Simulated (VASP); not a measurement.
A run of VASP 6.6.1 is set up as follows.

Contents of INCAR:

```
PREC = Accurate ; ENCUT = 520
EDIFF = 1E-7 ; ISMEAR = -1
SIGMA = 0.1 ; LREAL = F
LASPH = T ; NELM = 60
ALGO = Normal ; ISIF = 2
LWAVE = F ; LCHARG = F
GGA = RE ; ISYM = 0
NBANDS = 11
```

File KPOINTS:

```
regular mesh
0
Gamma
  25 25 28
```

The input POSCAR:

```
C
1.0
   -1.2672734607      1.2672706825      1.7921660569
    1.2672706825     -1.2672734607      1.7921660569
    1.2672753789      1.2672753789     -1.7921711453
C
2
Direct
    0.0000004443      0.9999995557      1.0000000000
    0.7499995557      0.2500004443      0.5000000000
```

Potentials or basis: VASP PAW PBE potentials, release 64 (C).

The run is started by

```bash
$ cat potpaw_PBE.64/C/POTCAR > POTCAR
$ mpirun -np 1 vasp_std > vasp.out
```

Question: What does it give for the pressure?

Answer: 0.5 GPa.

Question: Predict the band gap on the k mesh.

Answer: 4.09 eV (least direct gap 5.55 eV).

Caveat: the PAW data sets were made with another functional, which shifts forces and pressure a little; an odd mesh through Γ misses points on the zone boundary, where band edges can lie.
